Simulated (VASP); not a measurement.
Wanted: the native input for a VASP 6.6.1 run.

```yaml
Task: relaxation of cell and atoms
Functional: PBE
Potentials_or_basis: VASP PAW PBE potentials, release 64 (Ge_d, Hg, Se)
Cutoff: 600 eV
k_mesh: 4 × 4 × 4
Occupations: gaussian, width 0.1 eV
Spin: no spin polarisation
Dipole_correction: no
Further_INCAR_settings: ALGO = Normal; EDIFF = 1e-07; IBRION = 2; EDIFFG = -0.04; NSW = 90; ISIF = 3
```

The structure of HgGeSe3 lies in POSCAR:

```
HgGeSe3
1.0
    4.6856294868      0.0000000000      0.0000000000
    0.0000000000      4.6856294868      0.0000000000
    0.0000000000      0.0000000000      4.7443466483
Ge Hg Se
1 1 3
Direct
    0.0000000000      0.0000000000      0.0000000000
    0.5000000000      0.5000000000      0.5150000000
    0.5000000000      0.5000000000      0.9750000000
    0.0000000000      0.5000000000      0.4850000000
    0.5000000000      0.0000000000      0.4850000000
```

The input as run:

INCAR

```
SYSTEM = HgGeSe3
PREC     = Accurate       ! precision mode
ENCUT    = 600            ! plane-wave cutoff, eV
EDIFF    = 1E-7           ! SCF threshold, eV
ISMEAR   = 0              ! smearing method
SIGMA    = 0.1            ! smearing width, eV
LREAL    = .FALSE.        ! projectors in reciprocal space
LASPH    = .TRUE.         ! aspherical terms in the spheres
NELM     = 80             ! most SCF steps
ALGO     = Normal         ! electronic algorithm
ISIF     = 3              ! what is computed and relaxed
LWAVE    = .FALSE.        ! write WAVECAR
LCHARG   = .FALSE.        ! write CHGCAR
GGA      = PE             ! functional
IBRION   = 2              ! ionic algorithm
NSW      = 90             ! ionic steps
EDIFFG   = -0.04          ! ionic threshold
```

KPOINTS

```
regular mesh
0
G
  4 4 4
  0 0 0
```

Potentials or basis: VASP PAW PBE potentials, release 64 (Ge_d, Hg, Se).

Launch:

```sh
$ cat potpaw_PBE.64/Ge_d/POTCAR potpaw_PBE.64/Hg/POTCAR potpaw_PBE.64/Se/POTCAR > POTCAR
$ mpirun -np 1 vasp_std > vasp.out
```

It gave:

```json
{
  "Relaxed volume": "28.19 Å³/atom",
  "Relaxed cell": "a = 4.758 Å, b = 4.758 Å, c = 6.226 Å, α = 90.00°, β = 90.00°, γ = 90.00°",
  "Space group after relaxing (to 0.1 Å)": "P4mm (No. 99)",
  "Energy gained by relaxing": "1206.3 meV/atom",
  "Ionic steps": "41",
  "Pressure after relaxing": "0.0 GPa",
  "Largest force after relaxing": "0.020 eV/Å",
  "Band gap on the k mesh": "zero (bands 22 and 23 overlap by 0.92 eV)"
}
```

Caveat: the volume moved by over 15 % at a fixed basis, so the end points are rough; spin-orbit coupling is left out, which moves the levels of the heavy elements.

Wall time 36 min on 1 thread of Intel(R) Xeon(R) Platinum 8259CL CPU @ 2.50GHz (Skylake/Cascade Lake) (shared host), peak memory 0.29 GiB.
